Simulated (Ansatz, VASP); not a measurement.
# Ge: VASP beside Ansatz

```
CELL_PARAMETERS angstrom
2.83788 -2.83788 0.00000
2.83788 0.00000 -2.83788
5.67576 5.67576 5.67576
ATOMIC_POSITIONS crystal
Ge 0.66667 0.66667 0.83333
Ge 0.00000 0.00000 0.50000
Ge 0.33333 0.33333 0.16667
Ge 0.66667 0.66667 0.08333
Ge 0.00000 0.00000 0.75000
Ge 0.33333 0.33333 0.41667
```

Alike in both runs: task single point; functional PBEsol; k mesh 13 × 13 × 5; occupations gaussian, width 0.15 eV; no spin polarisation.

|  | VASP | Ansatz |
| --- | --- | --- |
| version | VASP 6.6.1 | Ansatz 0.2.0 |
| potentials or method | VASP PAW PBE potentials, release 64 (Ge_d), cutoff 520 eV | scalar-relativistic, plane waves, PAW |
| valence electrons in the cell | 84 | 84 |

Ansatz gave:

* gap on the k mesh at the Fermi level (eV): none
* pressure (GPa): 0.0

What did VASP give for the same quantities?

gap on the k mesh at the Fermi level (eV): none; pressure (GPa): -0.1.

VASP's potentials were made for PBE, not for PBEsol. A gap of «none» marks a metal or a gap that the smearing closes. The functional is the same, so the differences come from potentials, cutoffs and numerics.
